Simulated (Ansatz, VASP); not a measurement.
**Two plane-wave programs on CdS**

```xyz
2
Lattice="0.0000 2.9549 2.9549 2.9549 0.0000 2.9549 2.9549 2.9549 0.0000" Properties=species:S:1:pos:R:3 pbc="T T T"
Cd    0.0000    0.0000    0.0000
S     1.4774    1.4774    1.4774
```

Alike in both runs: task single point; functional PBEsol; k mesh 7 × 7 × 7; no spin polarisation.

```csv
,VASP,Ansatz
version,VASP 6.6.1,Ansatz 0.2.0
potentials or method,"VASP PAW PBE potentials, release 64 (Cd, S), cutoff 520 eV","plane waves, PAW"
occupations,"gaussian, width 0.01 eV",fixed
valence electrons in the cell,18,26
```

```tsv
	VASP	Ansatz	Ansatz less VASP
gap on the k mesh at the Fermi level (eV)	0.93	0.92	-0.003
pressure (GPa)	-2.1	-2.4	-0.33
```

VASP's potentials were made for PBE, not for PBEsol. VASP's potentials hold 18 valence electrons a cell and Ansatz's 26, so a difference there can come from the potentials and not from the codes.
